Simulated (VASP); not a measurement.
# NbAs2 in VASP: single point with PBEsol

Aim: the single point of NbAs2 with PBEsol.

Program: VASP 6.6.1. These are calculated values, not measurements. Logs are shortened: lines on timing, memory, paths and dates and some standing lists are left out, and cuts for length are marked.

## Step 1: The cell of the first run

The cell holds a slab with vacuum, 12 atoms: a = 3.361 Å, b = 4.960 Å, c = 28.676 Å, α = 90.00°, β = 90.00°, γ = 109.81°.

## Step 2: Single point, PBEsol

The input, INCAR:

```
ALGO = Normal ; DIPOL = 0.5 0.5 0.498
EDIFF = 1E-7 ; ENCUT = 520
GGA = PS ; IDIPOL = 3
ISIF = 2 ; ISMEAR = 0
ISYM = 0 ; LASPH = True
LCHARG = False ; LDIPOL = True
LREAL = False ; LWAVE = False
NBANDS = 58 ; NELM = 100
PREC = Accurate ; SIGMA = 0.1
```

The input, KPOINTS:

```
k-points
0
Gamma
  9 6 1
```

The input, POSCAR:

```
NbAs2
1.0
    3.3614136302      0.0000000000      0.0000000000
   -1.6807068151      4.6665806838      0.0000000000
    0.0000000000      0.0000000000     28.6760351336
As Nb
8 4
Direct
    0.3339346666      0.6678693332      0.2964147575
    0.0746752990      0.1493505979      0.3097806753
    0.7695803228      0.5391606456      0.3956332430
    0.0476396083      0.0952792166      0.4467522087
    0.7390745614      0.4786142639      0.5316395183
    0.4769015115      0.9533595851      0.5468815539
    0.1752287920      0.3497210158      0.6164704248
    0.3469636315      0.6927284653      0.6940014168
    0.4855068744      0.9710137487      0.3749902282
    0.3317130568      0.6634261135      0.4673952236
    0.8992989625      0.7976477425      0.6142624277
    0.6202537262      0.2402714854      0.6810846159
```

Potentials or basis: VASP PAW PBE potentials, release 64 (As, Nb_sv).

Started as:

```
$ cat potpaw_PBE.64/As/POTCAR potpaw_PBE.64/Nb_sv/POTCAR > POTCAR
$ mpirun -np 1 vasp_std > vasp.out
```

OUTCAR:

```text
EDIFF = 1E-7
   ENCUT = 520
   GGA = PS
   ISIF = 2
   ISMEAR = 0
   ISYM = 0
   LASPH = True
   LREAL = False
   NELM = 100
   PREC = Accurate

 ion  position               nearest neighbor table
   1  0.334  0.668  0.296-   2 2.45   9 2.66   2 2.83   2 2.83
   2  0.075  0.149  0.310-   1 2.45   9 2.65   9 2.65   1 2.83   1 2.83
   3  0.770  0.539  0.396-   9 2.69   9 2.69   9 2.72  10 2.72  10 2.72
   4  0.048  0.095  0.447-  10 2.69  10 2.69  10 2.72   9 2.72   9 2.72
   5  0.739  0.479  0.532-   6 2.49  10 2.64  10 2.64  11 2.80   6 2.81   6 2.82
   6  0.477  0.953  0.547-   5 2.49  10 2.65  11 2.66  11 2.66   5 2.81   5 2.82
   7  0.175  0.350  0.616-  12 2.55  12 2.55  11 2.58  11 2.68  11 2.68   8 2.74
   8  0.347  0.693  0.694-  12 2.58  12 2.72  12 2.72   7 2.74  11 2.88  11 2.88
   9  0.486  0.971  0.375-   2 2.65   2 2.65   1 2.66   3 2.69   3 2.69   3 2.72   4 2.72   4 2.72
                            10 3.01
  10  0.332  0.663  0.467-   5 2.64   5 2.64   6 2.65   4 2.69   4 2.69   4 2.72   3 2.72   3 2.72
                             9 3.01
  11  0.899  0.798  0.614-   7 2.58   6 2.66   6 2.66   7 2.68   7 2.68   5 2.80   8 2.88   8 2.88

  12  0.620  0.240  0.681-   7 2.55   7 2.55   8 2.58   8 2.72   8 2.72

IMPORTANT INFORMATION: All symmetrisations will be switched off!
NOSYMM: (Re-)initialisation of all symmetry stuff for point group C_1.

----------------------------------------------------------------------------------------

                                     Primitive cell

  volume of cell :     449.8211

  direct lattice vectors                    reciprocal lattice vectors
     3.361413630  0.000000000  0.000000000     0.297493885  0.107144831  0.000000000
    -1.680706815  4.666580684  0.000000000     0.000000000  0.214289663  0.000000000
     0.000000000  0.000000000 28.676035134     0.000000000  0.000000000  0.034872324

  length of vectors
     3.361413630  4.960015189 28.676035134     0.316200295  0.214289663  0.034872324

  position of ions in fractional coordinates (direct lattice)
     0.333934667  0.667869333  0.296414758
     0.074675299  0.149350598  0.309780675
     0.769580323  0.539160646  0.395633243
     0.047639608  0.095279217  0.446752209
     0.739074561  0.478614264  0.531639518
     0.476901512  0.953359585  0.546881554
     0.175228792  0.349721016  0.616470425
     0.346963632  0.692728465  0.694001417
     0.485506874  0.971013749  0.374990228
     0.331713057  0.663426114  0.467395224
     0.899298962  0.797647742  0.614262428
     0.620253726  0.240271485  0.681084616

  ion indices of the primitive-cell ions
   primitive index   ion index
                 1           1
[... 127 lines left out ...]
  Fermi-wavevector in a.u.,A,eV,Ry     =   0.964549  1.822733 12.658237  0.930354
  Thomas-Fermi vector in A             =   2.094189
   LORBIT       =      0    0 simple, 1 ext, 2 COOP (PROOUT), +10 PAW based schemes
   GGA     = PS    functional components
   LHFCALC =     F    Hartree Fock is set to
   AEXX    =    0.0000 exact exchange contribution
   IVDW    =     0    specifies the selected vdW correction
   LEPSILON=     F    determine dielectric tensor
   LRPA    =     F    only Hartree local field effects (RPA)
 non-spin polarized calculation
 Gauss-broadening in eV      SIGMA  =   0.10
  energy-cutoff  :      520.00
  volume of cell :      449.82
 maximum number of plane-waves:     12153
 NGX is ok and might be reduce to    28
   NGX = 13   NGY = 19   NGZ =107

 dipolmoment           0.000000      0.000000      0.270584 electrons x Angstroem

 number of electron      92.0000001 magnetization

 dipolmoment           0.000000      0.000000     -0.120301 electrons x Angstroem

 Free energy of the ion-electron system (eV)
  ---------------------------------------------------
  ext. energy  EPLUGINS =         0.00000000
  ---------------------------------------------------
  free energy    TOTEN  =       -88.21440902 eV

  energy without entropy =      -88.18405372  energy(sigma->0) =      -88.19923137

 E-fermi :   1.4940     XC(G=0):  -6.0302

 val. band max:        1.4186048850   @ k =  -0.4444   0.1667   0.0000
 cond. band min:       1.4978787392   @ k =   0.3333   0.0000   0.0000
 fundamental gap:      0.0792738542
 Fermi energy:         1.4939773476

 k-point     1 :       0.0000    0.0000    0.0000
  band No.  band energies     occupation
      1     -53.6103      2.00000
      2     -53.5305      2.00000
      3     -53.2782      2.00000
      4     -53.1041      2.00000
      5     -29.8747      2.00000
      6     -29.8281      2.00000
[... 1453 lines left out ...]
     57       4.2781      0.00000
     58       4.4531      0.00000

 [... further k-points ...]

------------------------ aborting loop because EDIFF is reached ----------------------------------------

 vacuum level on the upper side and lower side of the slab       (xc-potential included)        -0.713         0.610

  FORCE on cell =-STRESS in cart. coord.  units (eV):
  Direction    XX          YY          ZZ          XY          YZ          ZX
  --------------------------------------------------------------------------------------
  -------------------------------------------------------------------------------------
  Total       -1.9669423     -4.1316684      1.0354723     -0.0963850     -0.8525767     -0.0358113
  in kB       -7.0058747    -14.7162176      3.6881556     -0.3433049     -3.0367160     -0.1275531
  external PRESSURE =      -6.0113122 kB  Pullay stress =       0.0000000 kB

 VOLUME and BASIS-vectors are now :
 -----------------------------------------------------------------------------
  energy-cutoff  :      520.00
  volume of cell :      449.82
      direct lattice vectors                 reciprocal lattice vectors
     3.361413630  0.000000000  0.000000000     0.297493885  0.107144831  0.000000000
    -1.680706815  4.666580684  0.000000000     0.000000000  0.214289663  0.000000000
     0.000000000  0.000000000 28.676035134     0.000000000  0.000000000  0.034872324

 POSITION                                       TOTAL-FORCE (eV/Angst)
 -----------------------------------------------------------------------------------
      0.00000      3.11667      8.50000         0.001471      1.350433     -0.682074
      0.00000      0.69696      8.88328         0.011614     -1.178910      0.609749
      1.68071      2.51604     11.34519        -0.011988     -0.241127     -0.177954
      0.00000      0.44463     12.81108         0.013597      0.127891      0.022317
      1.67993      2.23349     15.24531        -0.000751      0.016198     -0.024487
      0.00075      4.44893     15.68239        -0.002004     -0.011778      0.006597
      0.00124      1.63200     17.67793        -0.000358     -0.019047     -0.013534
      0.00201      3.23267     19.90121         0.001551      0.006914      0.028257
      0.00000      4.53131     10.75323        -0.002715     -0.000734     -0.013289
      0.00000      3.09593     13.40304        -0.011298     -0.061568      0.241295
      1.68230      3.72229     17.61461         0.004433      0.010308      0.002472
      1.68110      1.12125     19.53081        -0.003551      0.001419      0.000652
 -----------------------------------------------------------------------------------
    total drift:                                0.000104      0.000104      0.000243

  FREE ENERGIE OF THE ION-ELECTRON SYSTEM (eV)
  ---------------------------------------------------
  free  energy   TOTEN  =       -88.2144090237 eV

  energy  without entropy=      -88.1840537248  energy(sigma->0) =      -88.19923137

 vacuum level on the upper side and lower side of the slab         5.525         6.908
```

Wall time 65 min (1 thread of Intel Xeon Platinum 8488C (Sapphire Rapids), shared host); peak memory 0.9 GiB.

What came out:

| Item | Value |
| --- | --- |
| Free energy | -88.2144 eV |
| Largest force | 1.513 eV/Å |
| Band gap on the k mesh | zero (bands 46 and 47 overlap by 0.30 eV) |

Forces in eV/Å, atoms in the order of the input:
```
As   0.001  1.350 -0.682
As   0.012 -1.179  0.610
As  -0.012 -0.241 -0.178
As   0.014  0.128  0.022
As  -0.001  0.016 -0.024
As  -0.002 -0.012  0.007
As   0.000 -0.019 -0.014
As   0.002  0.007  0.028
Nb  -0.003 -0.001 -0.013
Nb  -0.011 -0.062  0.241
Nb   0.004  0.010  0.002
Nb  -0.004  0.001  0.001
```

Caveat: the PAW data sets were made with another functional, which shifts forces and pressure a little.

The gap in the log of VASP goes by the Fermi energy; the results here count the filled bands.